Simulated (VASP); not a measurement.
# Mg2CdN2 (Cm) in VASP: notebook, part 2 of 2

VASP 6.6.1.

## Step 3: Single point, LDA

INCAR reads:

```
PREC     = Accurate       # precision mode
ENCUT    = 520            # plane-wave cutoff, eV
EDIFF    = 1E-7           # SCF threshold, eV
ISMEAR   = 0              # smearing method
SIGMA    = 0.03           # smearing width, eV
LREAL    = False          # projectors in reciprocal space
LASPH    = True           # aspherical terms in the spheres
NELM     = 60             # most SCF steps
ALGO     = Normal         # electronic algorithm
ISIF     = 2              # what is computed and relaxed
LWAVE    = False          # write WAVECAR
LCHARG   = True           # write CHGCAR
LELF     = True           # ELF
LVHAR    = True         
NBANDS   = 21             # bands
```

KPOINTS reads:

```
Automatic mesh
0
Gamma
  12 12 6
```

POSCAR reads:

```
Mg2CdN2
1.0
    3.5528825911      0.0000000000      0.0000000000
   -1.7764412955      3.0768865806      0.0000000000
    0.0000000000      0.0000000000      5.9838310064
Mg Cd N
2 1 2
Direct
    0.6666666667      0.3333333333      0.1534420000
    0.3333333333      0.6666666667      0.8465580000
    0.0000000000      0.0000000000      0.5000000000
    0.6309340233      0.2618680465      0.7801987006
    0.2976006899      0.5952013799      0.2357367006
```

Potentials or basis: VASP PAW LDA potentials, release 64 (Mg, Cd, N).

Run with:

```bash
$ cat potpaw_LDA.64/Mg/POTCAR potpaw_LDA.64/Cd/POTCAR potpaw_LDA.64/N/POTCAR > POTCAR
$ mpirun -np 1 vasp_std > vasp.out
```

OUTCAR:

```text
PREC = Accurate
   ENCUT = 520
   EDIFF = 1E-7
   ISMEAR = 0
   LREAL = False
   LASPH = True
   NELM = 60
   ISIF = 2

 ion  position               nearest neighbor table
   1  0.667  0.333  0.153-   5 2.01   5 2.01   4 2.24   5 2.32   2 2.75   2 2.75   2 2.75   3 2.92
                             3 2.92   3 2.92
   2  0.333  0.667  0.847-   4 1.87   4 2.21   4 2.21   5 2.34   1 2.75   1 2.75   1 2.75   3 2.92
                             3 2.92   3 2.92
   3  0.000  0.000  0.500-   5 2.42   4 2.57   4 2.57   5 2.68   5 2.68   2 2.92   1 2.92   2 2.92
                             1 2.92   2 2.92   1 2.92
   4  0.631  0.262  0.780-   2 1.87   2 2.21   2 2.21   1 2.24   3 2.57   3 2.57
   5  0.298  0.595  0.236-   1 2.01   1 2.01   1 2.32   2 2.34   3 2.42   3 2.68   3 2.68

  LATTYP: Found a hexagonal cell.
 ALAT       =     3.5528825911
 C/A-ratio  =     1.6842186177

  Lattice vectors:

 A1 = (   3.5528825911,   0.0000000000,   0.0000000000)
 A2 = (  -1.7764412955,   3.0768865806,   0.0000000000)
 A3 = (   0.0000000000,   0.0000000000,   5.9838310064)

Analysis of symmetry for initial positions (statically):
=====================================================================
 Subroutine PRICEL returns:
[... 181 lines left out ...]
 fundamental gap:      0.3759308629
 Fermi energy:         2.7289147799

 k-point     1 :       0.0000    0.0000    0.0000
  band No.  band energies     occupation
      1     -10.5177      2.00000
      2      -9.4516      2.00000
      3      -5.1407      2.00000
      4      -5.0006      2.00000
      5      -4.9939      2.00000
      6      -4.8382      2.00000
[... 565 lines left out ...]
     20      11.6632      0.00000
     21      13.5229      0.00000

 [... further k-points ...]

------------------------ aborting loop because EDIFF is reached ----------------------------------------

  FORCE on cell =-STRESS in cart. coord.  units (eV):
  Direction    XX          YY          ZZ          XY          YZ          ZX
  --------------------------------------------------------------------------------------
  -------------------------------------------------------------------------------------
  Total       -2.8029042     -0.6620132     -3.2459571     -0.0000000     -0.6743596     -0.0000000
  in kB      -68.6510484    -16.2145739    -79.5026656     -0.0000000    -16.5169728     -0.0000000
  external PRESSURE =     -54.7894293 kB  Pullay stress =       0.0000000 kB

 VOLUME and BASIS-vectors are now :
 -----------------------------------------------------------------------------
  energy-cutoff  :      520.00
  volume of cell :       65.41
      direct lattice vectors                 reciprocal lattice vectors
     3.552882591  0.000000000  0.000000000     0.281461595  0.162501927  0.000000000
    -1.776441295  3.076886581  0.000000000     0.000000000  0.325003855  0.000000000
     0.000000000  0.000000000  5.983831006     0.000000000  0.000000000  0.167117019

 POSITION                                       TOTAL-FORCE (eV/Angst)
 -----------------------------------------------------------------------------------
      1.77644      1.02563      0.91817        -0.000000     -1.052135     -0.002821
     -0.00000      2.05126      5.06566        -0.000000     -2.539452      0.243203
      0.00000      0.00000      2.99192         0.000000      0.128505      0.029349
      1.77644      0.80574      4.66858         0.000000      2.432858     -0.317811
     -0.00000      1.83137      1.41061         0.000000      1.030224      0.048081
 -----------------------------------------------------------------------------------
    total drift:                                0.000000     -0.000244     -0.000024

  FREE ENERGIE OF THE ION-ELECTRON SYSTEM (eV)
  ---------------------------------------------------
  free  energy   TOTEN  =       -24.8593312957 eV

  energy  without entropy=      -24.8593312957  energy(sigma->0) =      -24.85933130
```

Wall time 2.2 min (1 thread of Intel Xeon 6975P-C (Granite Rapids), shared host); peak memory 0.44 GiB.

Results:

```yaml
Free_energy: -24.8593 eV
Pressure: -5.5 GPa
Largest_force: 2.551 eV/Å
Band_gap_on_the_k_mesh: 0.38 eV (least direct gap 0.62 eV)
```

Forces in eV/Å, atoms in the order of the input:
```
Mg   0.000 -1.052 -0.003
Mg   0.000 -2.539  0.243
Cd   0.000  0.129  0.029
N    0.000  2.433 -0.318
N    0.000  1.030  0.048
```

Caveat: the cell differs from its parent crystal (all N atoms moved +0.225 Å, as atom 4 towards its neighbour atom 2 (Mg) at 2.099 Å); the stress differs along the axes, from -8 to -2 GPa; semilocal functionals underestimate gaps, and a narrow one can read as zero; forces of over 1 eV/Å act on the atoms, so gaps and moduli don't describe the material at rest. A k mesh can miss the band edges.

## Step 4: Single point, LDA

INCAR reads:

```
PREC = Accurate
ENCUT = 520
EDIFF = 1E-6
ISMEAR = 0
SIGMA = 0.03
LREAL = False
LASPH = True
NELM = 60
ALGO = Normal
ISIF = 2
LWAVE = False
LCHARG = True
LELF = True
LVHAR = True
NBANDS = 21
```

KPOINTS reads:

```
regular mesh
0
Gamma
  12 12 6
```

POSCAR, as its differences from that of step 3:

```diff
@@ -11,3 +11,3 @@
     0.0000000000      0.0000000000      0.5000000000
-    0.6309340233      0.2618680465      0.7801987006
-    0.2976006899      0.5952013799      0.2357367006
+    0.6904884289      0.3809768579      0.7669191996
+    0.3571550956      0.7143101912      0.2224571996
```

Run with:

```bash
$ cat potpaw_LDA.64/Mg/POTCAR potpaw_LDA.64/Cd/POTCAR potpaw_LDA.64/N/POTCAR > POTCAR
$ mpirun -np 1 vasp_std > vasp.out
```

Run time: 2.1 min. Hardware: 1 thread of Intel Xeon 6975P-C (Granite Rapids), shared host; peak memory 0.44 GiB.

Results (log left out):

```
Free energy            : -25.0650 eV
Pressure               : -7.2 GPa
Largest force          : 1.429 eV/Å
Band gap on the k mesh : 0.37 eV (least direct gap 0.63 eV)
```

Forces in eV/Å, atoms in the order of the input:
```
Mg   0.000  1.427 -0.067
Mg   0.000  0.797 -0.060
Cd   0.000 -0.107  0.001
N    0.000 -0.761 -0.029
N    0.000 -1.355  0.154
```

Stress tensor (GPa, compression positive):
```
-7.76  0.00  0.00
 0.00 -5.52 -0.71
 0.00 -0.71 -8.42
```

Levels at points of the mesh, in eV from the valence-band top:
| k point | band 10 | band 11 | band 12 | band 13 | band 14 | band 15 | band 16 | band 17 |
| --- | --- | --- | --- | --- | --- | --- | --- | --- |
| (0.00, 0.00, 0.00) | -0.46 | -0.42 | -0.29 | -0.26 | 0.37 | 4.15 | 6.80 | 8.87 |
| (0.50, 0.00, 0.00) | -2.42 | -1.50 | -0.97 | -0.22 | 3.39 | 3.95 | 4.91 | 7.03 |
| (0.00, 0.50, 0.00) | -2.42 | -1.51 | -1.00 | -0.20 | 3.41 | 3.97 | 4.93 | 7.07 |
| (0.00, 0.00, 0.50) | -0.62 | -0.62 | -0.11 | -0.09 | 2.90 | 2.95 | 7.58 | 8.69 |
| (0.50, 0.00, 0.50) | -1.31 | -1.03 | -0.81 | -0.55 | 2.74 | 3.03 | 6.49 | 7.38 |
| (0.00, 0.50, 0.50) | -1.30 | -1.05 | -0.77 | -0.59 | 2.73 | 3.02 | 6.56 | 7.45 |

Caveat: the cell differs from its parent crystal (all N atoms moved -0.150 Å, as atom 4 towards its neighbour atom 2 (Mg) at 2.099 Å); the cell stands under tension; semilocal functionals underestimate gaps, and a narrow one can read as zero; forces of over 1 eV/Å act on the atoms, so gaps and moduli don't describe the material at rest. A k mesh can miss the band edges.

## Step 5: Overview

| cell | gap on the mesh (eV) | pressure (GPa) | largest force (eV/Å) |
| --- | --- | --- | --- |
| as given, atomic positions A | 0.39 | -2.9 | 4.09 |
| as given, atomic positions B | 0.38 | -5.5 | 2.55 |
| as given, atomic positions C | 0.37 | -7.2 | 1.43 |

Alike in all rows: task single point; level LDA; potentials or basis VASP PAW LDA potentials, release 64 (Mg, Cd, N); no spin polarisation; k mesh 12 × 12 × 6; cutoff (eV) 520; smearing gaussian 0.03 eV.

Caveats: semilocal functionals underestimate gaps, and a narrow one can read as zero; forces of over 1 eV/Å act on the atoms, so gaps and moduli don't describe the material at rest; the stress differs along the axes, from -7 to 4 GPa (at least some runs); the stress differs along the axes, from -8 to -2 GPa (at least some runs); the cell stands under tension (at least some runs).

Total energies depend on the potentials used, so only differences within one code and one set of settings carry meaning.
